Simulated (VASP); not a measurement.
Input of a VASP 6.6.1 run:

File INCAR:

```
PREC     = Accurate       # precision mode
ENCUT    = 520            # plane-wave cutoff, eV
EDIFF    = 1E-6           # SCF threshold, eV
ISMEAR   = -1             # smearing method
SIGMA    = 0.05           # smearing width, eV
LREAL    = F              # projectors in reciprocal space
LASPH    = T              # aspherical terms in the spheres
NELM     = 80             # most SCF steps
ALGO     = Normal         # electronic algorithm
ISIF     = 2              # what is computed and relaxed
LWAVE    = F              # write WAVECAR
LCHARG   = T              # write CHGCAR
GGA      = PE             # functional
LELF     = T              # ELF
LVHAR    = T            
NBANDS   = 21             # bands
```

Contents of KPOINTS:

```
regular mesh
0
Gamma
  13 13 7
```

POSCAR

```
Sn
1.0
    3.1706627778      0.0000000000      0.0000000000
   -1.5853313889      2.7458745124      0.0000000000
    0.0000000000      0.0000000000      5.0953260947
Sn
2
Direct
    0.3333333333      0.6666666667      0.2500000000
    0.6666666667      0.3333333333      0.7500000000
```

Potentials or basis: VASP PAW PBE potentials, release 64 (Sn_d).

Run with:

```console
$ cat potpaw_PBE.64/Sn_d/POTCAR > POTCAR
$ mpirun -np 1 vasp_std > vasp.out
```

(1) Predict the pressure.

(2) What does it give for the band gap on the k mesh?

## Answers

(1) 17.9 GPa.

(2) zero (band 14 reaches 17.70 eV, above the bottom of band 15 at 8.24 eV).

Caveat: spin-orbit coupling is left out, which moves the levels of the heavy elements.
